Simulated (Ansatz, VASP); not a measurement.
# One calculation of Ga, two programs

```
Ga
1.0
     0.00000    2.87445    2.87445
     2.87445    0.00000    2.87445
     2.87445    2.87445    0.00000
Ga
2
Direct
  0.87500 0.87500 0.87500
  0.12500 0.12500 0.12500
```

Alike in both runs: task relaxation of cell and atoms; functional PBE; k mesh 11 × 11 × 11; occupations fermi-dirac, width 0.05 eV; no spin polarisation.

|  | VASP | Ansatz |
| --- | --- | --- |
| version | VASP 6.6.1 | Ansatz 0.2.0 |
| potentials or method | VASP PAW PBE potentials, release 64 (Ga_d) | PAW with Ansatz's default frozen-core files, scalar-relativistic |
| plane-wave cutoff (eV) | 600 | 420 |
| valence electrons in the cell | 26 | 26 |

|  | VASP | Ansatz | Ansatz less VASP |
| --- | --- | --- | --- |
| relaxed volume (Å³/atom) | 25.47 | 25.40 | -0.072 |
| relaxed cell length with the largest relative difference (Å) | 4.161 | 4.157 | -0.0039 |
